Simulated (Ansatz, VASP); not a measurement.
**Cs: VASP beside Ansatz**

```
CELL_PARAMETERS angstrom
0.00000 3.87697 3.87697
3.87697 0.00000 3.87697
3.87697 3.87697 0.00000
ATOMIC_POSITIONS crystal
Cs 0.00000 0.00000 0.00000
```

Alike in both runs: functional PBE; k mesh 9 × 9 × 9; occupations fermi-dirac, width 0.05 eV; non-collinear spin, spin-orbit coupling.

Ansatz relaxed the structure, and its values are those at the end. VASP's run is a single point on that final structure, the one shown.

|  | VASP | Ansatz |
| --- | --- | --- |
| version | VASP 6.6.1 | Ansatz 0.2.0 |
| potentials or method | VASP PAW PBE potentials, release 64 (Cs_sv), cutoff 520 eV | all-electron LAPW |

```tsv
	VASP	Ansatz	Ansatz less VASP
pressure (GPa)	0.0	0.0	+0.01
```

Ansatz ran all-electron here, and VASP with PAW potentials.
